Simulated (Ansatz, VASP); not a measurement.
# CoO: VASP beside Ansatz

File INCAR:

```
SYSTEM = CoO
  PREC = Accurate
  ENCUT = 520
  EDIFF = 1E-6
  ISMEAR = 0
  SIGMA = 0.02
  LREAL = .False.
  LASPH = .True.
  NELM = 150
  ALGO = Normal
  ISIF = 2
  LWAVE = .False.
  LCHARG = .True.
  ISPIN = 2
  MAGMOM = 3 -3 0 0
  LORBIT = 11
  LMAXMIX = 4
  LDAU = .True.
  LDAUTYPE = 2
  LDAUL = 2 -1
  LDAUU = 3.32 0
  LDAUJ = 0 0
  LDAUPRINT = 1
  GGA = PE
  LELF = .True.
  LVHAR = .True.
  NBANDS = 27
```

KPOINTS

```
regular mesh
0
Gamma
  10 10 5
  0 0 0
```

POSCAR

```
CoO
1.0
    2.6612513074      0.0000000000      2.6612513074
    0.0000000000      2.6612513074      2.6612513074
    0.0000000000      0.0000000000      5.3225026149
Co O
2 2
Direct
    0.0000000000      1.0000000000      1.0000000000
    0.0000000000      1.0000000000      0.5000000000
    0.5000000000      0.5000000000      0.7500000000
    0.5000000000      0.5000000000      0.2500000000
```

Input for Ansatz:

```yaml
crystal:
  lattice:
    - [2.6612513074, 0.0, 2.6612513074]
    - [0.0, 2.6612513074, 2.6612513074]
    - [0.0, 0.0, 5.3225026149]
  atoms:
    - { symbol: Co, position: [0.0, 1.0, 1.0], spin: 3.0 }
    - { symbol: O, position: [0.5, 0.5, 0.75] }
    - { symbol: Co, position: [0.0, 1.0, 0.5], spin: -3.0 }
    - { symbol: O, position: [0.5, 0.5, 0.25] }
basis:
  ecutwfc: 420
kpoints:
  mp_grid: { grid: [10, 10, 5] }
hamiltonian:
  xc: pbe
  hubbard: { sites: [{ species: Co, l: d, u_eff: 3.32 }] }
scf:
  occupations: { method: gaussian, width: 0.02 }
output:
  forces: true
  stress: true
  eigenvalues: true
  populations: true
magnetization:
  spin_polarized: true
```

Alike in both runs: task single point; functional PBE; k mesh 10 × 10 × 5; occupations gaussian, width 0.02 eV; collinear spin; Hubbard terms Co d U = 3.32 eV.

|  | VASP | Ansatz |
| --- | --- | --- |
| version | VASP 6.6.1 | Ansatz 0.2.0 |
| potentials or method | VASP PAW PBE potentials, release 64 (Co, O), cutoff 520 eV | scalar-relativistic, plane waves, PAW |
| valence electrons in the cell | 30 | 46 |

```csv
,VASP,Ansatz,Ansatz less VASP
gap on the k mesh at the Fermi level (eV),1.51,1.39,-0.116
least direct gap on the mesh (eV),2.25,2.24,-0.009
pressure (GPa),-6.4,-2.8,+3.64
net moment per atom (μB),0.00,0.00,0.000
size of the moment on the site where the two differ most (μB),2.65,2.57,-0.077
```

Site moments also hang on the region over which each program counts them. The programs project onto different local orbitals, so the same U acts differently, and such runs can settle in different states. VASP's potentials hold 30 valence electrons a cell and Ansatz's 46, so a difference there can come from the potentials and not from the codes.
